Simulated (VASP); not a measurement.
Wanted: the native input for a VASP 6.6.1 run.

```
Task                   : single point
Functional             : LDA
Potentials or basis    : VASP PAW LDA potentials, release 64 (B, N)
Cutoff                 : 520 eV
k mesh                 : 8 × 8 × 8
Occupations            : fermi-dirac, width 0.05 eV
Spin                   : no spin polarisation
Dipole correction      : no
Further INCAR settings : ALGO = Normal; EDIFF = 1e-06; NBANDS = 11
```

The structure of BN (Qingsongite) lies in POSCAR:

```
BN
1.0
    0.0000000000      1.8075000000      1.8075000000
    1.8075000000      0.0000000000      1.8075000000
    1.8075000000      1.8075000000      0.0000000000
B N
1 1
Direct
    0.0000000000      0.0000000000      0.0000000000
    0.2500000000      0.2500000000      0.2500000000
```

One way to write it, as run:

INCAR

```
PREC = Accurate ; ENCUT = 520
EDIFF = 1E-6 ; ISMEAR = -1
SIGMA = 0.05 ; LREAL = F
LASPH = T ; NELM = 60
ALGO = Normal ; ISIF = 2
LWAVE = F ; LCHARG = F
GGA = CA ; NBANDS = 11
```

KPOINTS

```
Automatic mesh
0
Gamma
  8 8 8
```

Potentials or basis: VASP PAW LDA potentials, release 64 (B, N).

Launch:

```sh
$ cat potpaw_LDA.64/B/POTCAR potpaw_LDA.64/N/POTCAR > POTCAR
$ mpirun -np 1 vasp_std > vasp.out
```

It gave:

- Pressure: -10.1 GPa
- Band gap on the k mesh: 4.34 eV, indirect (least direct gap 8.68 eV)

It took 1.8 s on 1 thread of Intel Xeon 6975P-C (shared host), peak memory 0.11 GiB.
